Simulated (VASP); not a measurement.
Input of a VASP 6.6.1 run:

The input INCAR:

```
SYSTEM = Pt
PREC = Accurate
ENCUT = 520
EDIFF = 1E-7
ISMEAR = 0
SIGMA = 0.15
LREAL = .FALSE.
LASPH = .TRUE.
NELM = 150
ALGO = Normal
ISIF = 2
LWAVE = .FALSE.
LCHARG = .TRUE.
ISPIN = 2
MAGMOM = 0.25
LORBIT = 11
NUPDOWN = 0.25
LMAXMIX = 4
GGA = PS
LELF = .TRUE.
LVHAR = .TRUE.
NBANDS = 15
```

File KPOINTS:

```
regular mesh
0
G
  22 22 22
  0 0 0
```

File POSCAR:

```
Pt
1.0
    0.0000000000      2.0160787243      2.0160787243
    2.0160787243      0.0000000000      2.0160787243
    2.0160787243      2.0160787243      0.0000000000
Pt
1
Direct
    0.0000000000      0.0000000000      0.0000000000
```

Potentials or basis: VASP PAW PBE potentials, release 64 (Pt).

Launch:

```bash
$ cat potpaw_PBE.64/Pt/POTCAR > POTCAR
$ mpirun -np 1 vasp_std > vasp.out
```

Problem. Estimate the pressure.

Solution. -19.6 GPa.

Caveat: the cell stands under tension; the PAW data sets were made with another functional, which shifts forces and pressure a little; the total moment is fixed, so each spin has its own Fermi level.
